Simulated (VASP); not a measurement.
# LiAl16 in VASP: single point with PBE

Aim: the single point of LiAl16 with PBE.

Everything below comes from runs of VASP 6.6.1. Logs are shortened: lines on timing, memory, paths and dates and some standing lists are left out, and cuts for length are marked.

### 1 The cell of the first run

The cell holds a slab with vacuum, 17 atoms: a = 8.100 Å, b = 5.728 Å, c = 16.296 Å, α = 90.00°, β = 90.00°, γ = 90.00°.

### 2 Single point, PBE

File INCAR:

```
SYSTEM = LiAl16
PREC = Accurate ; ENCUT = 520
EDIFF = 1E-6 ; ISMEAR = 0
SIGMA = 0.05 ; LREAL = Auto
LASPH = .TRUE. ; NELM = 80
ALGO = Normal ; ISIF = 2
LWAVE = .FALSE. ; LCHARG = .FALSE.
GGA = PE ; NBANDS = 40
```

File KPOINTS:

```
regular mesh
0
G
  3 4 1
  0 0 0
```

File POSCAR:

```
LiAl16
1.0
    8.1000000000      0.0000000000      0.0000000000
    0.0000000000      5.7275650000      0.0000000000
    0.0000000000      0.0000000000     16.2956740000
Al Li
16 1
Direct
    0.2500000000      0.2499999564      0.0613659797
    0.7500000000      0.2499999564      0.0613659797
    0.2500000000      0.7500000436      0.0613659797
    0.7500000000      0.7500000436      0.0613659797
    0.0041125926     -0.0024120198      0.1437209041
    0.4986886420     -0.0018713013      0.1437426890
    0.0015818519      0.4960937152      0.1432907899
    0.5011088889      0.4965052339      0.1433749841
    0.2545174074      0.2491348418      0.2383727117
    0.7542564198      0.2366077033      0.2367267534
    0.2543428395      0.7452997914      0.2344781811
    0.7542961728      0.7459489329      0.2364220713
    0.0091816049     -0.0103345837      0.3215223869
    0.5020749383     -0.0105587628      0.3215638089
   -0.0031448148      0.4864105427      0.3182868042
    0.5140602469      0.4859674225      0.3185987275
    0.2551870370      0.6715520470      0.4050097590
```

Potentials or basis: VASP PAW PBE potentials, release 64 (Al, Li_sv).

On the command line:

```console
cat potpaw_PBE.64/Al/POTCAR potpaw_PBE.64/Li_sv/POTCAR > POTCAR
mpirun -np 1 vasp_std > vasp.out
```

OUTCAR:

```text
SYSTEM = LiAl16
   PREC = Accurate
   ENCUT = 520
   EDIFF = 1E-6
   ISMEAR = 0
   LREAL = Auto
   LASPH = .TRUE.
   NELM = 80
   ISIF = 2
   GGA = PE

 ion  position               nearest neighbor table
   1  0.250  0.250  0.061-   7 2.80   5 2.80   8 2.81   6 2.82   3 2.86   3 2.86   9 2.88
   2  0.750  0.250  0.061-   8 2.80   7 2.81   6 2.83   5 2.85  10 2.86   4 2.86   4 2.86
   3  0.250  0.750  0.061-   5 2.79   6 2.81   7 2.82  11 2.82   8 2.83   1 2.86   1 2.86
   4  0.750  0.750  0.061-   8 2.82   6 2.82   5 2.84   7 2.84  12 2.85   2 2.86   2 2.86
   5  0.004  0.998  0.144-   3 2.79   1 2.80   4 2.84   2 2.85   7 2.86   7 2.87  10 2.88  11 2.90
                            13 2.90  12 2.91   9 2.93
   6  0.499  0.998  0.144-   3 2.81   1 2.82   4 2.82   2 2.83   8 2.85  11 2.86   8 2.87   9 2.89
                            14 2.90  10 2.91  12 2.94
   7  0.002  0.496  0.143-   1 2.80   2 2.81   3 2.82   4 2.84  15 2.85   5 2.86   5 2.87  12 2.89
                            11 2.90  10 2.92   9 2.93
   8  0.501  0.497  0.143-   2 2.80   1 2.81   4 2.82   3 2.83   6 2.85  16 2.86  11 2.87   6 2.87
                             9 2.90  12 2.92  10 2.96
   9  0.255  0.249  0.238-  15 2.81  16 2.82  13 2.83  14 2.84  11 2.84   1 2.88  11 2.89   6 2.89
                             8 2.90   5 2.93   7 2.93
  10  0.754  0.237  0.237-  16 2.76  15 2.77  12 2.81  14 2.84   2 2.86  13 2.86   5 2.88   6 2.91
                            12 2.92   7 2.92   8 2.96
  11  0.254  0.745  0.234-  17 2.81  13 2.81   3 2.82  14 2.83   9 2.84   6 2.86   8 2.87   9 2.89
                             5 2.90  15 2.90   7 2.90  16 2.92
  12  0.754  0.746  0.236-  16 2.79  15 2.80  10 2.81  14 2.84  13 2.85   4 2.85   7 2.89   5 2.91
                            10 2.92   8 2.92   6 2.94
  13  0.009  0.990  0.322-  11 2.81   9 2.83  15 2.85  12 2.85  10 2.86  15 2.88   5 2.90
  14  0.502  0.989  0.322-  11 2.83  12 2.84   9 2.84  10 2.84  16 2.85  16 2.89   6 2.90
  15  0.997  0.486  0.318-  17 2.74  10 2.77  12 2.80   9 2.81  13 2.85   7 2.85  13 2.88  11 2.90

  16  0.514  0.486  0.319-  17 2.74  10 2.76  12 2.79   9 2.82  14 2.85   8 2.86  14 2.89  11 2.92

  17  0.255  0.672  0.405-  15 2.74  16 2.74  11 2.81

  LATTYP: Found a simple orthorhombic cell.
 ALAT       =     5.7275650000
 B/A-ratio  =     1.4142135445
 C/A-ratio  =     2.8451312207

  Lattice vectors:

 A1 = (   0.0000000000,  -5.7275650000,   0.0000000000)
 A2 = (   8.1000000000,   0.0000000000,   0.0000000000)
 A3 = (   0.0000000000,   0.0000000000,  16.2956740000)

Analysis of symmetry for initial positions (statically):
=====================================================================
 Subroutine PRICEL returns:
 Original cell was already a primitive cell.

 Routine SETGRP: Setting up the symmetry group for a
 simple orthorhombic supercell.

 Subroutine GETGRP returns: Found  1 space group operations
[... 141 lines left out ...]
   NUPDOWN=      -1.0000    fix difference up-down
   EMIN   =  10.00;   EMAX   =-10.00  energy-range for DOS
   EFERMI =   0.00;   METHOD = LEGACY
   ISMEAR =     0;   SIGMA  =   0.05  broadening in eV -4-tet -1-fermi 0-gaus
   EFERMI_NEDOS =   21; number of points for ismear=-14 and -15
   IALGO  =     38    algorithm
   IMIX   =      4    mixing-type and parameters
     AMIX     =   0.40;   BMIX     =  1.00
     AMIX_MAG =   1.60;   BMIX_MAG =  1.00
  volume/ion in A,a.u.               =      44.47       300.11
  Fermi-wavevector in a.u.,A,eV,Ry     =   0.666432  1.259374  6.042775  0.444131
  Thomas-Fermi vector in A             =   1.740731
   LORBIT       =      0    0 simple, 1 ext, 2 COOP (PROOUT), +10 PAW based schemes
   GGA     = PE    functional components
   LHFCALC =     F    Hartree Fock is set to
   AEXX    =    0.0000 exact exchange contribution
   IVDW    =     0    specifies the selected vdW correction
   LEPSILON=     F    determine dielectric tensor
   LRPA    =     F    only Hartree local field effects (RPA)
 non-spin polarized calculation
 Gauss-broadening in eV      SIGMA  =   0.05
  energy-cutoff  :      520.00
  volume of cell :      756.01
 maximum number of plane-waves:     20387
   NGX = 31   NGY = 21   NGZ = 61

 number of electron      50.9999998 magnetization

 Free energy of the ion-electron system (eV)
  ---------------------------------------------------
  ext. energy  EPLUGINS =         0.00000000
  ---------------------------------------------------
  free energy    TOTEN  =       -56.78929781 eV

  energy without entropy =      -56.77628352  energy(sigma->0) =      -56.78279066

 E-fermi :   0.5436     XC(G=0):  -4.9419

 val. band max:        0.5369916413   @ k =   0.0000   0.2500   0.0000
 cond. band min:       0.5505953186   @ k =   0.3333   0.0000   0.0000
 fundamental gap:      0.0136036773
 Fermi energy:         0.5436311247

 k-point     1 :       0.0000    0.0000    0.0000
  band No.  band energies     occupation
      1     -46.8017      2.00000
      2      -9.6952      2.00000
      3      -7.5010      2.00000
      4      -7.4729      2.00000
      5      -7.3200      2.00000
      6      -5.2985      2.00000
[... 269 lines left out ...]
     36       3.2014      0.00000
     37       3.2457      0.00000
 [bands above 37 left out]

------------------------ aborting loop because EDIFF is reached ----------------------------------------

  FORCE on cell =-STRESS in cart. coord.  units (eV):
  Direction    XX          YY          ZZ          XY          YZ          ZX
  --------------------------------------------------------------------------------------
  -------------------------------------------------------------------------------------
  Total       -7.9185725     -9.3430795     -0.0541178     -0.0653025      0.7822954     -0.0892698
  in kB      -16.7814741    -19.8003677     -0.1146894     -0.1383927      1.6578834     -0.1891855
  external PRESSURE =     -12.2321771 kB  Pullay stress =       0.0000000 kB

 VOLUME and BASIS-vectors are now :
 -----------------------------------------------------------------------------
  energy-cutoff  :      520.00
  volume of cell :      756.01
      direct lattice vectors                 reciprocal lattice vectors
     8.100000000  0.000000000  0.000000000     0.123456790  0.000000000  0.000000000
     0.000000000  5.727565000  0.000000000     0.000000000  0.174594265  0.000000000
     0.000000000  0.000000000 16.295674000     0.000000000  0.000000000  0.061365980

 POSITION                                       TOTAL-FORCE (eV/Angst)
 -----------------------------------------------------------------------------------
      2.02500      1.43189      1.00000         0.008322     -0.033197     -0.004631
      6.07500      1.43189      1.00000         0.001284     -0.038608      0.051417
      2.02500      4.29567      1.00000         0.005591     -0.018587     -0.083493
      6.07500      4.29567      1.00000         0.006403     -0.027716      0.040740
      0.03331      5.71375      2.34203        -0.004223     -0.002417      0.001634
      4.03938      5.71685      2.34238         0.006431      0.000052      0.000186
[... 9 lines left out ...]
      4.16389      2.78341      5.19178        -0.027026     -0.009927      0.004498
      2.06701      3.84636      6.59991        -0.002797      0.170989      0.001666
 -----------------------------------------------------------------------------------
    total drift:                               -0.005311      0.006638      0.000611

  FREE ENERGIE OF THE ION-ELECTRON SYSTEM (eV)
  ---------------------------------------------------
  free  energy   TOTEN  =       -56.7892978055 eV

  energy  without entropy=      -56.7762835209  energy(sigma->0) =      -56.78279066
```

OSZICAR:

```text
N       E                     dE             d eps       ncg     rms          rms(c)
DAV:   1     0.164835664797E+03    0.16484E+03   -0.15502E+04   560   0.913E+02
DAV:   2    -0.436517226186E+02   -0.20849E+03   -0.19730E+03   696   0.161E+02
DAV:   3    -0.582482356338E+02   -0.14597E+02   -0.14195E+02   800   0.383E+01
[... 14 lines left out ...]
DAV:  18    -0.567892799048E+02   -0.30010E-04   -0.21753E-06   592   0.495E-03    0.938E-04
DAV:  19    -0.567892938072E+02   -0.13902E-04   -0.16840E-06   560   0.316E-03    0.415E-04
DAV:  20    -0.567892959012E+02   -0.20940E-05   -0.34451E-07   560   0.153E-03    0.261E-04
DAV:  21    -0.567892969808E+02   -0.10796E-05   -0.22777E-07   488   0.114E-03    0.190E-04
DAV:  22    -0.567892978055E+02   -0.82468E-06   -0.95293E-08   520   0.869E-04
   1 F= -.56789298E+02 E0= -.56782791E+02  d E =-.130143E-01
```

It took 12 min on 1 thread of Intel Xeon 8259CL, shared host; peak memory 0.74 GiB.

Results:

| Quantity | Value |
| --- | --- |
| Free energy | -56.7893 eV |
| Largest force | 0.171 eV/Å |
| Band gap on the k mesh | zero (an odd number of electrons rules out a gap without spin polarisation) |

Forces in eV/Å, atoms in the order of the input:
```
Al   0.008 -0.033 -0.005
Al   0.001 -0.039  0.051
Al   0.006 -0.019 -0.083
Al   0.006 -0.028  0.041
Al  -0.004 -0.002  0.002
Al   0.006  0.000  0.000
Al  -0.003 -0.002 -0.001
Al  -0.001 -0.001 -0.003
Al  -0.002 -0.008 -0.016
Al  -0.003 -0.002  0.020
Al  -0.002 -0.001 -0.016
Al  -0.004 -0.009  0.012
Al   0.010 -0.003 -0.004
Al  -0.014 -0.003 -0.008
Al   0.024 -0.010  0.003
Al  -0.027 -0.010  0.004
Li  -0.003  0.171  0.002
```

Levels at points of the mesh, in eV from the Fermi level:
| k point | band 24 | band 25 | band 26 | band 27 | band 28 | band 29 |
| --- | --- | --- | --- | --- | --- | --- |
| (0.00, 0.00, 0.00) | -0.89 | -0.62 | -0.37 | -0.16 | 0.06 | 0.97 |
| (0.00, 0.50, 0.00) | -0.12 | -0.10 | 0.53 | 0.58 | 1.06 | 1.14 |

Caveat: the cutoff is under 1.25 times the usual one of these potentials, so pressure, stress and relaxed cells hold a basis-set (Pulay) error.
